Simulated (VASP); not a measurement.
Input of a VASP 6.6.1 run:

The input INCAR:

```
SYSTEM = BN
PREC = Accurate ; ENCUT = 520
EDIFF = 1E-6 ; ISMEAR = 0
SIGMA = 0.05 ; LREAL = .FALSE.
LASPH = .TRUE. ; NELM = 80
ALGO = Normal ; ISIF = 2
LWAVE = .FALSE. ; LCHARG = .FALSE.
LDIPOL = .TRUE. ; IDIPOL = 3
DIPOL = 0.5 0.5 0.500 ; GGA = PS
NBANDS = 26
```

The input KPOINTS:

```
Automatic mesh
0
G
  12 12 1
  0 0 0
```

The input POSCAR:

```
BN
1.0
    2.5043488730      0.0000000000      0.0000000000
   -1.2521744365      2.1688297439      0.0000000000
    0.0000000000      0.0000000000     25.5286415822
B N
4 4
Direct
    0.6666666667      0.3333333333      0.2937876650
    0.3333333333      0.6666666667      0.4312625550
    0.6666666667      0.3333333333      0.5687374450
    0.3333333333      0.6666666667      0.7062123350
    0.3333333333      0.6666666667      0.2937876650
    0.6666666667      0.3333333333      0.4312625550
    0.3333333333      0.6666666667      0.5687374450
    0.6666666667      0.3333333333      0.7062123350
```

Potentials or basis: VASP PAW PBE potentials, release 64 (B, N).

Run with:

```sh
$ cat potpaw_PBE.64/B/POTCAR potpaw_PBE.64/N/POTCAR > POTCAR
$ mpirun -np 1 vasp_std > vasp.out
```

Problem. Predict the largest force.

Solution. 0.027 eV/Å.

Problem. Estimate the band gap on the k mesh.

Solution. 4.32 eV, indirect (least direct gap 4.62 eV).

Forces on the atoms (eV/Å):
```
B    0.000  0.000  0.026
B    0.000  0.000  0.000
B    0.000  0.000  0.000
B    0.000  0.000 -0.026
N    0.000  0.000 -0.027
N    0.000  0.000  0.000
N    0.000  0.000  0.000
N    0.000  0.000  0.027
```

Caveat: the PAW data sets were made with another functional, which shifts forces and pressure a little.
